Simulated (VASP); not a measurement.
# TaF (Pm-3m) in VASP: notebook

TaF is run at these levels: PBE; tasks: single point.

Everything below comes from runs of VASP 6.6.1. Logs are shortened: lines on timing, memory, paths and dates and some standing lists are left out, and cuts for length are marked.

## Step 1: The cell of the first run

The structure is cubic, space group Pm-3m (No. 221). Conventional cell: a = 3.045 Å, b = 3.045 Å, c = 3.045 Å, α = 90.00°, β = 90.00°, γ = 90.00°. Ta (site symmetry m-3m) has 8 F at 2.64 Å and 6 Ta at 3.04 Å within 3.5 Å. Within 3.5 Å of F (site symmetry m-3m) lie 8 Ta at 2.64 Å and 6 F at 3.04 Å.

The cell was generated, and may not be a known phase.

## Step 2: Single point, PBE

Input file INCAR:

```
SYSTEM = TaF
  PREC = Accurate
  ENCUT = 600
  EDIFF = 1E-6
  ISMEAR = 0
  SIGMA = 0.2
  LREAL = .FALSE.
  LASPH = .TRUE.
  NELM = 120
  ALGO = Normal
  ISIF = 2
  LWAVE = .FALSE.
  LCHARG = .FALSE.
  GGA = PE
  NBANDS = 16
  GGA_COMPAT = .FALSE.
```

Input file KPOINTS:

```
regular mesh
0
G
  6 6 6
  0 0 0
```

Input file POSCAR:

```
TaF
1.0
    3.0446744924      0.0000000000      0.0000000000
    0.0000000000      3.0446744924      0.0000000000
    0.0000000000      0.0000000000      3.0446744924
Ta F
1 1
Direct
    0.0000000000      0.0000000000      0.0000000000
    0.5000000000      0.5000000000      0.5000000000
```

Potentials or basis: VASP PAW PBE potentials, release 64 (Ta_pv, F).

Run with:

```
$ cat potpaw_PBE.64/Ta_pv/POTCAR potpaw_PBE.64/F/POTCAR > POTCAR
$ mpirun -np 1 vasp_std > vasp.out
```

OUTCAR:

```text
SYSTEM = TaF
   PREC = Accurate
   ENCUT = 600
   EDIFF = 1E-6
   ISMEAR = 0
   LREAL = .FALSE.
   LASPH = .TRUE.
   NELM = 120
   ISIF = 2
   GGA = PE

 ion  position               nearest neighbor table
   1  0.000  0.000  0.000-   2 2.64   2 2.64   2 2.64   2 2.64   2 2.64   2 2.64   2 2.64   2 2.64

   2  0.500  0.500  0.500-   1 2.64   1 2.64   1 2.64   1 2.64   1 2.64   1 2.64   1 2.64   1 2.64

  LATTYP: Found a simple cubic cell.
 ALAT       =     3.0446744924

  Lattice vectors:

 A1 = (   3.0446744924,   0.0000000000,   0.0000000000)
 A2 = (   0.0000000000,   3.0446744924,   0.0000000000)
 A3 = (   0.0000000000,   0.0000000000,   3.0446744924)

Analysis of symmetry for initial positions (statically):
=====================================================================
 Subroutine PRICEL returns:
 Original cell was already a primitive cell.

 Routine SETGRP: Setting up the symmetry group for a
 simple cubic supercell.

 Subroutine GETGRP returns: Found 48 space group operations
 (whereof 48 operations were pure point group operations)
 out of a pool of 48 trial point group operations.

The static configuration has the point symmetry O_h .

Analysis of symmetry for dynamics (positions and initial velocities):
=====================================================================
 Subroutine PRICEL returns:
 Original cell was already a primitive cell.

 Routine SETGRP: Setting up the symmetry group for a
 simple cubic supercell.

 Subroutine GETGRP returns: Found 48 space group operations
 (whereof 48 operations were pure point group operations)
 out of a pool of 48 trial point group operations.

The dynamic configuration has the point symmetry O_h .

 Subroutine INISYM returns: Found 48 space group operations
 (whereof 48 operations are pure point group operations),
 and found     1 'primitive' translations

----------------------------------------------------------------------------------------

                                     Primitive cell

  volume of cell :      28.2243

  direct lattice vectors                    reciprocal lattice vectors
     3.044674492  0.000000000  0.000000000     0.328442335  0.000000000  0.000000000
     0.000000000  3.044674492  0.000000000     0.000000000  0.328442335  0.000000000
     0.000000000  0.000000000  3.044674492     0.000000000  0.000000000  0.328442335

  length of vectors
     3.044674492  3.044674492  3.044674492     0.328442335  0.328442335  0.328442335

[... 74 lines left out ...]
   NELM   =    120;   NELMIN=  2; NELMDL= -5     # of ELM steps
   EDIFF  = 0.1E-05   stopping-criterion for ELM
   LREAL  =      F    real-space projection
   EDIFFG = 0.1E-04   stopping-criterion for IOM
   NSW    =      0    number of steps for IOM
   IBRION =     -1    ionic relax: 0-MD 1-quasi-New 2-CG
   NFREE  =      0    steps in history (QN), initial steepest desc. (CG)
   ISIF   =      2    stress and relaxation
   ISYM   =      2    0-nonsym 1-usesym 2-fastsym
   POTIM  = 0.5000    time-step for ionic-motion
   TEBEG  =    0.0;   TEEND  =   0.0 temperature during run
   PSTRESS=    0.0 pullay stress
   NELECT =      18.0000    total number of electrons
   NUPDOWN=      -1.0000    fix difference up-down
   EMIN   =  10.00;   EMAX   =-10.00  energy-range for DOS
   EFERMI =   0.00;   METHOD = LEGACY
   ISMEAR =     0;   SIGMA  =   0.20  broadening in eV -4-tet -1-fermi 0-gaus
   EFERMI_NEDOS =   21; number of points for ismear=-14 and -15
   IALGO  =     38    algorithm
   IMIX   =      4    mixing-type and parameters
     AMIX     =   0.40;   BMIX     =  1.00
     AMIX_MAG =   1.60;   BMIX_MAG =  1.00
  volume/ion in A,a.u.               =      14.11        95.23
  Fermi-wavevector in a.u.,A,eV,Ry     =   1.409153  2.662913 27.017252  1.985712
  Thomas-Fermi vector in A             =   2.531238
   LORBIT       =      0    0 simple, 1 ext, 2 COOP (PROOUT), +10 PAW based schemes
   GGA     = PE    functional components
   LHFCALC =     F    Hartree Fock is set to
   AEXX    =    0.0000 exact exchange contribution
   IVDW    =     0    specifies the selected vdW correction
   LEPSILON=     F    determine dielectric tensor
   LRPA    =     F    only Hartree local field effects (RPA)
 non-spin polarized calculation
 Gauss-broadening in eV      SIGMA  =   0.20
  energy-cutoff  :      600.00
  volume of cell :       28.22
 maximum number of plane-waves:       968
   NGX = 13   NGY = 13   NGZ = 13

 number of electron      18.0000014 magnetization

 Free energy of the ion-electron system (eV)
  ---------------------------------------------------
  ext. energy  EPLUGINS =         0.00000000
  ---------------------------------------------------
  free energy    TOTEN  =       -13.69433157 eV

  energy without entropy =      -13.65459116  energy(sigma->0) =      -13.67446136

 E-fermi :   5.7550     XC(G=0): -11.8127

 val. band max:        5.7229039886   @ k =   0.3333   0.3333   0.3333
 cond. band min:       5.7592044679   @ k =   0.5000   0.3333   0.3333
 fundamental gap:      0.0363004793
 Fermi energy:         5.7550164538

 k-point     1 :       0.0000    0.0000    0.0000
  band No.  band energies     occupation
      1     -29.4488      2.00000
      2     -29.4488      2.00000
      3     -29.4488      2.00000
      4     -20.0615      2.00000
      5      -0.9863      2.00000
      6      -0.9863      2.00000
[... 357 lines left out ...]
      3     -29.7846      2.00000
      4     -19.5947      2.00000
      5      -2.8108      2.00000
      6      -2.8108      2.00000
[... 8 lines left out ...]
     15      11.7975      0.00000
     16      17.3335      0.00000

------------------------ aborting loop because EDIFF is reached ----------------------------------------

  FORCE on cell =-STRESS in cart. coord.  units (eV):
  Direction    XX          YY          ZZ          XY          YZ          ZX
  --------------------------------------------------------------------------------------
  -------------------------------------------------------------------------------------
  Total       -0.1157754     -0.1157754     -0.1157754      0.0000000     -0.0000000      0.0000000
  in kB       -6.5721041     -6.5721041     -6.5721041      0.0000000     -0.0000000      0.0000000
  external PRESSURE =      -6.5721041 kB  Pullay stress =       0.0000000 kB

 VOLUME and BASIS-vectors are now :
 -----------------------------------------------------------------------------
  energy-cutoff  :      600.00
  volume of cell :       28.22
      direct lattice vectors                 reciprocal lattice vectors
     3.044674492  0.000000000  0.000000000     0.328442335  0.000000000  0.000000000
     0.000000000  3.044674492  0.000000000     0.000000000  0.328442335  0.000000000
     0.000000000  0.000000000  3.044674492     0.000000000  0.000000000  0.328442335

 POSITION                                       TOTAL-FORCE (eV/Angst)
 -----------------------------------------------------------------------------------
      0.00000      0.00000      0.00000         0.000000      0.000000      0.000000
      1.52234      1.52234      1.52234         0.000000      0.000000      0.000000
 -----------------------------------------------------------------------------------
    total drift:                                0.000000      0.000000     -0.000000

  FREE ENERGIE OF THE ION-ELECTRON SYSTEM (eV)
  ---------------------------------------------------
  free  energy   TOTEN  =       -13.6943315663 eV

  energy  without entropy=      -13.6545911620  energy(sigma->0) =      -13.67446136
```

stdout:

```text
POSCAR found type information on POSCAR TaF
 POSCAR found :  2 types and       2 ions
 scaLAPACK will be used
 LDA part: xc-table for (Slater+PW92), standard interpolation
 POSCAR, INCAR and KPOINTS ok, starting setup
 FFT: planning ... GRIDC
 FFT: planning ... GRID_SOFT
 FFT: planning ... GRID
 WAVECAR not read
 entering main loop
```

Wall time 6 s (1 thread of Intel Xeon Platinum 8375C at 2.90GHz (Ice Lake), shared host); peak memory 0.14 GiB.

Results:

```yaml
Free_energy: -13.6943 eV
Pressure: -0.7 GPa
Band_gap_on_the_k_mesh: zero (bands 9 and 10 overlap by 3.96 eV)
```

Caveat: spin-orbit coupling is left out, which moves the levels of the heavy elements.

## Step 3: Single point, PBE

Input file INCAR:

```
SYSTEM = TaF
PREC = Accurate
ENCUT = 600
EDIFF = 1E-6
ISMEAR = 0
SIGMA = 0.2
LREAL = .FALSE.
LASPH = .TRUE.
NELM = 120
ALGO = Normal
ISIF = 2
LWAVE = .FALSE.
LCHARG = .TRUE.
GGA = PE
LELF = .TRUE.
LVHAR = .TRUE.
NBANDS = 16
GGA_COMPAT = .FALSE.
```

Input file KPOINTS:

```
Automatic mesh
0
G
  6 6 6
  0 0 0
```

Input file POSCAR:

```
TaF
1.0
    3.0448748183      0.0000000000      0.0000000000
    0.0000000000      3.0448748183      0.0000000000
    0.0000000000      0.0000000000      3.0448748183
Ta F
1 1
Direct
    0.5000000000      0.5000000000      0.5000000000
    0.0000000000      0.0000000000      0.0000000000
```

Potentials or basis: VASP PAW PBE potentials, release 64 (Ta_pv, F).

Run with:

```
$ cat potpaw_PBE.64/Ta_pv/POTCAR potpaw_PBE.64/F/POTCAR > POTCAR
$ mpirun -np 1 vasp_std > vasp.out
```

It took 6.6 s on 1 thread of Intel Xeon Platinum 8375C at 2.90GHz (Ice Lake), shared host; peak memory 0.14 GiB.

It converged, with:

```yaml
Free_energy: -13.6943 eV
Pressure: -0.7 GPa
Band_gap_on_the_k_mesh: zero (bands 9 and 10 overlap by 3.96 eV)
```

Levels at points of the mesh, in eV from the Fermi level:
```
           k point  band 6  band 7  band 8  band 9  band 10  band 11  band 12  band 13
(0.00, 0.00, 0.00)   -6.74   -6.74   -4.46   -2.94    -2.94     2.98     2.98     2.98
(0.50, 0.00, 0.00)   -6.98   -6.98   -2.19   -0.53     1.94     1.94     2.34     3.28
(0.50, 0.50, 0.00)   -7.88   -6.52   -2.59   -1.68     1.00     1.00     4.73     6.20
(0.50, 0.50, 0.50)   -8.56   -8.56    0.89    0.89     0.89     4.90     4.90     6.04
```

Caveat: spin-orbit coupling is left out, which moves the levels of the heavy elements.

The gap in the log of VASP goes by the Fermi energy; the results here count the filled bands.